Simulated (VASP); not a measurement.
Wanted: the native input for a VASP 6.6.1 run.

| Item | Value |
| --- | --- |
| Task | single point |
| Functional | PBE |
| Potentials or basis | VASP PAW PBE potentials, release 64 (Na_pv, Cl) |
| Cutoff | 520 eV |
| k mesh | 8 × 8 × 8 |
| Occupations | gaussian, width 0.05 eV |
| Spin | no spin polarisation |
| Dipole correction | no |
| Further INCAR settings | ALGO = Normal; EDIFF = 1e-06; NBANDS = 14 |

The structure of NaCl lies in POSCAR:

```
NaCl
1.0
    0.0000000000      2.6052100000      2.8317500000
    2.6052100000      0.0000000000      2.8317500000
    2.6052100000      2.6052100000      0.0000000000
Na Cl
1 1
Direct
    0.0000000000      0.0000000000      0.0000000000
    0.5000000000      0.5000000000      0.5000000000
```

This cell differs from its parent crystal: strain -0.080 along x and y, +0.000 along z.

One way to write it, as run:

INCAR

```
PREC = Accurate
ENCUT = 520
EDIFF = 1E-6
ISMEAR = 0
SIGMA = 0.05
LREAL = False
LASPH = True
NELM = 60
ALGO = Normal
ISIF = 2
LWAVE = False
LCHARG = False
GGA = PE
NBANDS = 14
```

KPOINTS

```
Automatic mesh
0
Gamma
  8 8 8
```

Potentials or basis: VASP PAW PBE potentials, release 64 (Na_pv, Cl).

Run with:

```console
$ cat potpaw_PBE.64/Na_pv/POTCAR potpaw_PBE.64/Cl/POTCAR > POTCAR
$ mpirun -np 1 vasp_std > vasp.out
```

Results of the run:

```json
{
  "Pressure": "7.3 GPa",
  "Band gap on the k mesh": "5.76 eV"
}
```

Caveat: the cell differs from its parent crystal (strain -0.080 along x and y, +0.000 along z); the cell stands under pressure.

Wall time 36 s on 1 thread of Intel Xeon 8259CL (shared host), peak memory 0.17 GiB.
